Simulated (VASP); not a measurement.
# Cu18HO in VASP: single point with PBEsol

Aim: the single point of Cu18HO with PBEsol.

Everything below comes from runs of VASP 6.6.1. Logs are shortened: lines on timing, memory, paths and dates and some standing lists are left out, and cuts for length are marked.

### Step 1. The cell of the first run

The cell holds a slab with vacuum, 20 atoms: a = 10.830 Å, b = 5.105 Å, c = 14.553 Å, α = 90.00°, β = 90.00°, γ = 90.00°.

### Step 2. Single point, PBEsol

The input, INCAR:

```
PREC     = Accurate       # precision mode
ENCUT    = 520            # plane-wave cutoff, eV
EDIFF    = 1E-6           # SCF threshold, eV
ISMEAR   = -1             # smearing method
SIGMA    = 0.15           # smearing width, eV
LREAL    = Auto         
LASPH    = True           # aspherical terms in the spheres
NELM     = 100            # most SCF steps
ALGO     = Normal         # electronic algorithm
ISIF     = 2              # what is computed and relaxed
LWAVE    = False          # write WAVECAR
LCHARG   = False          # write CHGCAR
GGA      = PS             # functional
NBANDS   = 118            # bands
```

The input, KPOINTS:

```
regular mesh
0
Gamma
  1 2 1
```

The input, POSCAR:

```
Cu18HO
1.0
   10.8300000000      0.0000000000      0.0000000000
    0.0000000000      5.1053110000      0.0000000000
    0.0000000000      0.0000000000     14.5526550000
Cu O H
18 1 1
Direct
    0.0000000000      0.0000000000      0.0687160000
    0.3333333000      0.0000000000      0.0687160000
    0.6666667000      0.0000000000      0.0687160000
    0.0000000000      0.5000000000      0.0687160000
    0.3333333000      0.5000000000      0.0687160000
    0.6666667000      0.5000000000      0.0687160000
    0.1647061975      0.2498595664      0.1469781375
    0.5022069520      0.2498879042      0.1456237119
    0.8326675350      0.2499089793      0.1480800254
    0.1677205907      0.7498483029      0.1513253474
    0.4990853806      0.7498152158      0.1489245362
    0.8325765825      0.7499282994      0.1486717949
   -0.0029686315      0.0003045742      0.2321422378
    0.3371710641     -0.0064029276      0.2355396178
    0.6670373126     -0.0001364767      0.2321007789
   -0.0029644151      0.4993802731      0.2321498904
    0.3371220475      0.5056240853      0.2355914525
    0.6670571075      0.4998623580      0.2320928716
    0.3161715921      0.2494629754      0.3310259224
    0.2299636566      0.2492447219      0.3507475426
```

Potentials or basis: VASP PAW PBE potentials, release 64 (Cu, O, H).

Run with:

```console
cat potpaw_PBE.64/Cu/POTCAR potpaw_PBE.64/O/POTCAR potpaw_PBE.64/H/POTCAR > POTCAR
mpirun -np 1 vasp_std > vasp.out
```

OUTCAR:

```text
PREC = Accurate
   ENCUT = 520
   EDIFF = 1E-6
   ISMEAR = -1
   LREAL = Auto
   LASPH = True
   NELM = 100
   ISIF = 2
   GGA = PS

 ion  position               nearest neighbor table
   1  0.000  0.000  0.069-  13 2.38   7 2.47   9 2.50  12 2.50  10 2.52   4 2.55   4 2.55
   2  0.333  0.000  0.069-  14 2.43  11 2.49   8 2.50   7 2.50  10 2.51   5 2.55   5 2.55
   3  0.667  0.000  0.069-  15 2.38   8 2.46   9 2.49  12 2.49  11 2.51   6 2.55   6 2.55
   4  0.000  0.500  0.069-  16 2.38   7 2.47   9 2.50  12 2.50  10 2.52   1 2.55   1 2.55
   5  0.333  0.500  0.069-  17 2.43  11 2.49   8 2.50   7 2.50  10 2.51   2 2.55   2 2.55
   6  0.667  0.500  0.069-  18 2.38   8 2.46   9 2.49  12 2.49  11 2.51   3 2.55   3 2.55
   7  0.165  0.250  0.147-   1 2.47   4 2.47   2 2.50   5 2.50  16 2.54  13 2.54  10 2.55  10 2.55
                            17 2.62  14 2.62
   8  0.502  0.250  0.146-   3 2.46   6 2.46   2 2.50   5 2.50  18 2.53  15 2.53  11 2.55  11 2.55
                            17 2.57  14 2.57
   9  0.833  0.250  0.148-   3 2.49   6 2.49   1 2.50   4 2.50  16 2.51  13 2.51  18 2.52  15 2.52
                            12 2.55  12 2.55
  10  0.168  0.750  0.151-   5 2.51   2 2.51   4 2.52   1 2.52  14 2.53  17 2.53  13 2.54  16 2.54
                             7 2.55   7 2.55
  11  0.499  0.750  0.149-   5 2.49  14 2.49   2 2.49  17 2.49   6 2.51   3 2.51  18 2.53  15 2.53
                             8 2.55   8 2.55
  12  0.833  0.750  0.149-   6 2.49   3 2.49   4 2.50   1 2.50  13 2.51  16 2.51  15 2.51  18 2.51
                             9 2.55   9 2.55
  13  0.997  0.000  0.232-   1 2.38  12 2.51   9 2.51  10 2.54   7 2.54  16 2.55  16 2.56
  14  0.337  0.994  0.236-  19 1.92   2 2.43  17 2.49  11 2.49  10 2.53   8 2.57  17 2.61   7 2.62

  15  0.667  1.000  0.232-   3 2.38  12 2.51   9 2.52   8 2.53  11 2.53  18 2.55  18 2.55
  16  0.997  0.499  0.232-   4 2.38  12 2.51   9 2.51  10 2.54   7 2.54  13 2.55  13 2.56
  17  0.337  0.506  0.236-  19 1.92   5 2.43  14 2.49  11 2.49  10 2.53   8 2.57  14 2.61   7 2.62

  18  0.667  0.500  0.232-   6 2.38  12 2.51   9 2.52   8 2.53  11 2.53  15 2.55  15 2.55
  19  0.316  0.249  0.331-  20 0.98  14 1.92  17 1.92
  20  0.230  0.249  0.351-  19 0.98

  LATTYP: Found a simple orthorhombic cell.
 ALAT       =     5.1053110000
 B/A-ratio  =     2.1213203270
 C/A-ratio  =     2.8504933392

  Lattice vectors:

 A1 = (   0.0000000000,  -5.1053110000,   0.0000000000)
 A2 = (  10.8300000000,   0.0000000000,   0.0000000000)
 A3 = (   0.0000000000,   0.0000000000,  14.5526550000)

Analysis of symmetry for initial positions (statically):
=====================================================================
 Subroutine PRICEL returns:
 Original cell was already a primitive cell.

 Routine SETGRP: Setting up the symmetry group for a
 simple orthorhombic supercell.

 Subroutine GETGRP returns: Found  1 space group operations
 (whereof  1 operations were pure point group operations)
 out of a pool of  8 trial point group operations.

The static configuration has the point symmetry C_1 .

Analysis of symmetry for dynamics (positions and initial velocities):
=====================================================================
 Subroutine PRICEL returns:
 Original cell was already a primitive cell.

 Routine SETGRP: Setting up the symmetry group for a
 simple orthorhombic supercell.

 Subroutine GETGRP returns: Found  1 space group operations
 (whereof  1 operations were pure point group operations)
 out of a pool of  8 trial point group operations.

The dynamic configuration has the point symmetry C_1 .

 Subroutine INISYM returns: Found  1 space group operations
 (whereof  1 operations are pure point group operations),
 and found     1 'primitive' translations

----------------------------------------------------------------------------------------

                                     Primitive cell

  volume of cell :     804.6238

  direct lattice vectors                    reciprocal lattice vectors
    10.830000000  0.000000000  0.000000000     0.092336103  0.000000000  0.000000000
     0.000000000  5.105311000  0.000000000     0.000000000  0.195874453  0.000000000
     0.000000000  0.000000000 14.552655000     0.000000000  0.000000000  0.068715983

  length of vectors
    10.830000000  5.105311000 14.552655000     0.092336103  0.195874453  0.068715983

  position of ions in fractional coordinates (direct lattice)
     0.000000000  0.000000000  0.068716000
     0.333333300  0.000000000  0.068716000
     0.666666700  0.000000000  0.068716000
     0.000000000  0.500000000  0.068716000
     0.333333300  0.500000000  0.068716000
     0.666666700  0.500000000  0.068716000
[... 12 lines left out ...]
     0.316171592  0.249462975  0.331025922
     0.229963657  0.249244722  0.350747543

  ion indices of the primitive-cell ions
   primitive index   ion index
                 1           1
                 2           2
                 3           3
                 4           4
                 5           5
                 6           6
[... 12 lines left out ...]
                19          19
                20          20

----------------------------------------------------------------------------------------

 KPOINTS: regular mesh

Automatic generation of k-mesh.
 Grid dimensions read from file:
 generate k-points for:    1    2    1

 Generating k-lattice:

  Cartesian coordinates                     Fractional coordinates (reciprocal lattice)
     0.092336103  0.000000000  0.000000000     1.000000000  0.000000000  0.000000000
     0.000000000  0.097937227  0.000000000     0.000000000  0.500000000  0.000000000
     0.000000000  0.000000000  0.068715983     0.000000000  0.000000000  1.000000000

  Length of vectors
     0.092336103  0.097937227  0.068715983

  Shift w.r.t. Gamma in fractional coordinates (k-lattice)
     0.000000000  0.000000000  0.000000000

 Subroutine IBZKPT returns following result:
 ===========================================

 Found      2 irreducible k-points:

 Following reciprocal coordinates:
            Coordinates               Weight
  0.000000  0.000000  0.000000      1.000000
  0.000000  0.500000  0.000000      1.000000
   k-points           NKPTS =      2   k-points in BZ     NKDIM =      2   number of bands    NBANDS=    118
   number of dos      NEDOS =    301   number of ions     NIONS =     20
   total plane-waves  NPLWV = 362880
   dimension x,y,z NGX =    84 NGY =   40 NGZ =  108
   dimension x,y,z NGXF=   168 NGYF=   80 NGZF=  216
   ions per type =              18   1   1
   NGX,Y,Z   is equivalent  to a cutoff of  12.89, 13.03, 12.34 a.u.
   NGXF,Y,Z  is equivalent  to a cutoff of  25.79, 26.05, 24.68 a.u.
 SYSTEM =  unknown system
   PREC   = accura    normal or accurate (medium, high low for compatibility)
   ISTART =      0    job   : 0-new  1-cont  2-samecut
   ICHARG =      2    charge: 1-file 2-atom 10-const
   ISPIN  =      1    spin polarized calculation?
   LNONCOLLINEAR =      F non collinear calculations
   LSORBIT =      F    spin-orbit coupling
   LASPH  =      T    aspherical Exc in radial PAW
   ENCUT  =  520.0 eV  38.22 Ry    6.18 a.u.  20.14  9.49 27.06*2*pi/ulx,y,z
   NELM   =    100;   NELMIN=  2; NELMDL= -5     # of ELM steps
   EDIFF  = 0.1E-05   stopping-criterion for ELM
   LREAL  =      T    real-space projection
   EDIFFG = 0.1E-04   stopping-criterion for IOM
   NSW    =      0    number of steps for IOM
[... 5 lines left out ...]
   TEBEG  =    0.0;   TEEND  =   0.0 temperature during run
   PSTRESS=    0.0 pullay stress
   NELECT =     205.0000    total number of electrons
   NUPDOWN=      -1.0000    fix difference up-down
   EMIN   =  10.00;   EMAX   =-10.00  energy-range for DOS
   EFERMI =   0.00;   METHOD = LEGACY
   ISMEAR =    -1;   SIGMA  =   0.15  broadening in eV -4-tet -1-fermi 0-gaus
   EFERMI_NEDOS =   21; number of points for ismear=-14 and -15
   IALGO  =     38    algorithm
   IMIX   =      4    mixing-type and parameters
     AMIX     =   0.40;   BMIX     =  1.00
     AMIX_MAG =   1.60;   BMIX_MAG =  1.00
  volume/ion in A,a.u.               =      40.23       271.49
  Fermi-wavevector in a.u.,A,eV,Ry     =   1.037835  1.961225 14.654867  1.077102
  Thomas-Fermi vector in A             =   2.172292
   LORBIT       =      0    0 simple, 1 ext, 2 COOP (PROOUT), +10 PAW based schemes
   GGA     = PS    functional components
   LHFCALC =     F    Hartree Fock is set to
   AEXX    =    0.0000 exact exchange contribution
   IVDW    =     0    specifies the selected vdW correction
   LEPSILON=     F    determine dielectric tensor
   LRPA    =     F    only Hartree local field effects (RPA)
 non-spin polarized calculation
  energy-cutoff  :      520.00
  volume of cell :      804.62
 maximum number of plane-waves:     21657
 NGX is ok and might be reduce to    84
   NGX = 41   NGY = 19   NGZ = 55

 number of electron     204.9999875 magnetization

 Free energy of the ion-electron system (eV)
  ---------------------------------------------------
  ext. energy  EPLUGINS =         0.00000000
  ---------------------------------------------------
  free energy    TOTEN  =       -75.25540238 eV

  energy without entropy =      -74.81205742  energy(sigma->0) =      -75.03372990

 E-fermi :  -1.1280     XC(G=0):  -4.8306

 val. band max:       -1.6094475945   @ k =   0.0000   0.5000   0.0000
 cond. band min:      -1.0690656423   @ k =   0.0000   0.0000   0.0000
 fundamental gap:      0.5403819522
 Fermi energy:        -1.1279882188

 k-point     1 :       0.0000    0.0000    0.0000
  band No.  band energies     occupation
      1     -20.8986      2.00000
      2      -9.2272      2.00000
      3      -8.6847      2.00000
      4      -7.9735      2.00000
      5      -7.7870      2.00000
      6      -6.0983      2.00000
[... 106 lines left out ...]
    113       1.4364      0.00000
    114       1.9710      0.00000

 k-point     2 :       0.0000    0.5000    0.0000
  band No.  band energies     occupation
      1     -20.8955      2.00000
      2      -8.6520      2.00000
      3      -7.8300      2.00000
      4      -7.7440      2.00000
      5      -6.9170      2.00000
      6      -6.8027      2.00000
[... 106 lines left out ...]
    113       2.4140      0.00000
    114       2.4464      0.00000
 [bands above 114 left out]

------------------------ aborting loop because EDIFF is reached ----------------------------------------

  FORCE on cell =-STRESS in cart. coord.  units (eV):
  Direction    XX          YY          ZZ          XY          YZ          ZX
  --------------------------------------------------------------------------------------
  -------------------------------------------------------------------------------------
  Total      -11.8429745    -19.8857304      0.4498404     -0.0038381      0.0165279     -0.0895836
  in kB      -23.5818832    -39.5967222      0.8957281     -0.0076426      0.0329106     -0.1783801
  external PRESSURE =     -20.7609591 kB  Pullay stress =       0.0000000 kB

 VOLUME and BASIS-vectors are now :
 -----------------------------------------------------------------------------
  energy-cutoff  :      520.00
  volume of cell :      804.62
      direct lattice vectors                 reciprocal lattice vectors
    10.830000000  0.000000000  0.000000000     0.092336103  0.000000000  0.000000000
     0.000000000  5.105311000  0.000000000     0.000000000  0.195874453  0.000000000
     0.000000000  0.000000000 14.552655000     0.000000000  0.000000000  0.068715983

 POSITION                                       TOTAL-FORCE (eV/Angst)
 -----------------------------------------------------------------------------------
      0.00000      0.00000      1.00000        -0.089523     -0.020713     -0.136759
      3.61000      0.00000      1.00000        -0.024662      0.078816      0.231008
      7.22000      0.00000      1.00000         0.120576     -0.029618     -0.220705
      0.00000      2.55266      1.00000        -0.089465      0.019069     -0.136173
      3.61000      2.55266      1.00000        -0.025234     -0.080770      0.233747
      7.22000      2.55266      1.00000         0.120985      0.027754     -0.221527
[... 12 lines left out ...]
      3.42414      1.27359      4.81731         0.054964      0.001688      0.020722
      2.49051      1.27247      5.10431        -0.075348      0.001534      0.024462
 -----------------------------------------------------------------------------------
    total drift:                                0.001837     -0.000849     -0.005891

  FREE ENERGIE OF THE ION-ELECTRON SYSTEM (eV)
  ---------------------------------------------------
  free  energy   TOTEN  =       -75.2554023782 eV

  energy  without entropy=      -74.8120574183  energy(sigma->0) =      -75.03372990
```

Wall time 6.7 min (1 thread of AMD EPYC 7R13 (Zen 3), shared host); peak memory 0.75 GiB.

What came out:

```
Free energy   : -75.2554 eV
Largest force : 0.254 eV/Å
```

Forces on the atoms (eV/Å):
```
Cu  -0.090 -0.021 -0.137
Cu  -0.025  0.079  0.231
Cu   0.121 -0.030 -0.221
Cu  -0.089  0.019 -0.136
Cu  -0.025 -0.081  0.234
Cu   0.121  0.028 -0.222
Cu   0.006  0.001  0.010
Cu  -0.009  0.000  0.006
Cu  -0.001  0.000  0.000
Cu   0.014  0.000  0.007
Cu  -0.006  0.001  0.005
Cu  -0.002  0.000 -0.002
Cu  -0.003  0.002  0.043
Cu   0.006 -0.031  0.005
Cu   0.000  0.001  0.041
Cu  -0.003 -0.002  0.043
Cu   0.005  0.032  0.004
Cu   0.000 -0.001  0.042
O    0.055  0.002  0.021
H   -0.075  0.002  0.024
```

Caveat: the k points lie up to 0.62 Å⁻¹ apart; the PAW data sets were made with another functional, which shifts forces and pressure a little; an odd number of electrons without spin polarisation forces a metal; a magnetic or distorted state may lie lower. With open d or f shells a metallic result of PBEsol can be an artefact of self-interaction; +U or a hybrid may open a gap.
